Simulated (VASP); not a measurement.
Set up this calculation in VASP 6.6.1, as the native input.

```
Task                   : single point
Functional             : PBE
Potentials or basis    : VASP PAW PBE potentials, release 64 (Mg)
Cutoff                 : 520 eV
k mesh                 : 12 × 12 × 7
Occupations            : gaussian, width 0.1 eV
Spin                   : no spin polarisation
Dipole correction      : no
Further INCAR settings : ALGO = Normal; EDIFF = 1e-06; NBANDS = 9
```

The structure of Mg lies in POSCAR:

```
Mg
1.0
    3.0950015819      0.0000000000      0.0000000000
   -1.5475007910      2.6803499947      0.0000000000
    0.0000000000      0.0000000000      5.3738823114
Mg
2
Direct
    0.6666666667      0.3333333333      0.2500000000
    0.3333333333      0.6666666667      0.7500000000
```

These files were run (other wordings do the same):

INCAR

```
SYSTEM = Mg
  ALGO = Normal
  EDIFF = 1E-6
  ENCUT = 520
  GGA = PE
  ISIF = 2
  ISMEAR = 0
  LASPH = .True.
  LCHARG = .False.
  LREAL = .False.
  LWAVE = .False.
  NBANDS = 9
  NELM = 80
  PREC = Accurate
  SIGMA = 0.1
```

KPOINTS

```
k-points
0
Gamma
  12 12 7
  0 0 0
```

Potentials or basis: VASP PAW PBE potentials, release 64 (Mg).

Run with:

```sh
$ cat potpaw_PBE.64/Mg/POTCAR > POTCAR
$ mpirun -np 1 vasp_std > vasp.out
```

It gave:

The pressure is 1.3 GPa and the band gap on the k mesh is zero (band 2 reaches 3.87 eV, above the bottom of band 3 at 0.93 eV).

Run time: 35 s on 1 thread of Intel Xeon 8259CL, on a shared host, peak memory 0.17 GiB.
